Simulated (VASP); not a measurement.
A run of VASP 6.6.1 is set up as follows.

Contents of INCAR:

```
SYSTEM = HgTe
ALGO     = Normal         ! electronic algorithm
EDIFF    = 1E-7           ! SCF threshold, eV
ENCUT    = 520            ! plane-wave cutoff, eV
GGA      = PS             ! functional
ISIF     = 2              ! what is computed and relaxed
ISMEAR   = -1             ! smearing method
LASPH    = .True.         ! aspherical terms in the spheres
LCHARG   = .False.        ! write CHGCAR
LREAL    = .False.        ! projectors in reciprocal space
LWAVE    = .False.        ! write WAVECAR
NBANDS   = 16             ! bands
NELM     = 80             ! most SCF steps
PREC     = Accurate       ! precision mode
SIGMA    = 0.05           ! smearing width, eV
```

KPOINTS

```
k-points
0
Gamma
  7 7 7
  0 0 0
```

The input POSCAR:

```
HgTe
1.0
    0.0000000000      3.2807853242      3.0859200000
    3.2807853242      0.0000000000      3.0859200000
    3.2807853242      3.2807853242      0.0000000000
Hg Te
1 1
Direct
    0.0000000000      0.0000000000      0.0000000000
    0.7500000000      0.7500000000      0.7500000000
```

Potentials or basis: VASP PAW PBE potentials, release 64 (Hg, Te).

Command:

```console
$ cat potpaw_PBE.64/Hg/POTCAR potpaw_PBE.64/Te/POTCAR > POTCAR
$ mpirun -np 1 vasp_std > vasp.out
```

Question: Estimate the band gap on the k mesh.

Answer: 0.19 eV, direct.

Question: What does it give for the pressure?

Answer: 1.8 GPa.

Stress tensor (GPa, compression positive):
```
1.57 0.00 0.00
0.00 1.57 0.00
0.00 0.00 2.32
```

Caveat: the PAW data sets were made with another functional, which shifts forces and pressure a little; spin-orbit coupling is left out, which moves the levels of the heavy elements.
